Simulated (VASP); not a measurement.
# Mo3Pt: single point with LDA

Crystal: Mo3Pt.

```
CELL_PARAMETERS angstrom
3.97398 0.00000 0.00000
0.00000 3.97398 0.00000
0.00000 0.00000 3.97398
ATOMIC_POSITIONS crystal
Mo 0.00000 0.50000 0.50000
Mo 0.50000 0.00000 0.50000
Mo 0.50000 0.50000 0.00000
Pt 0.00000 0.00000 0.00000
```

| Property | Result |
| --- | --- |
| Program | VASP 6.6.1 |
| Task | single point |
| Functional | LDA |
| Potentials or basis | VASP PAW LDA potentials, release 64 (Mo_sv, Pt) |
| Cutoff | 520 eV |
| k mesh | 2 × 2 × 2 |
| Occupations | methfessel-paxton, width 0.1 eV |
| Spin | no spin polarisation |

```yaml
Pressure: -9.3 GPa
Band_gap_on_the_k_mesh: zero (band 26 reaches 14.58 eV, above the bottom of band 27 at 12.22 eV)
```

Levels at points of the mesh, in eV from the Fermi level:
| k point | band 22 | band 23 | band 24 | band 25 | band 26 | band 27 | band 28 | band 29 |
| --- | --- | --- | --- | --- | --- | --- | --- | --- |
| (0.00, 0.00, 0.00) | -2.20 | -0.19 | -0.19 | 2.32 | 2.32 | 2.32 | 2.67 | 2.67 |
| (0.50, 0.00, 0.00) | -2.70 | -2.70 | -0.60 | -0.38 | -0.38 | 0.24 | 0.52 | 0.66 |
| (0.50, 0.50, 0.00) | -2.44 | -2.44 | -2.39 | -2.34 | -0.04 | -0.04 | 0.02 | 0.04 |
| (0.50, 0.50, 0.50) | -1.47 | -1.47 | -1.47 | 0.19 | 0.19 | 0.19 | 1.23 | 2.08 |

Run time: 8.8 s on 1 thread of Intel(R) Xeon(R) Platinum 8488C (Sapphire Rapids), on a shared host, peak memory 0.14 GiB.

Caveat: the k points lie up to 0.79 Å⁻¹ apart; spin-orbit coupling is left out, which moves the levels of the heavy elements.
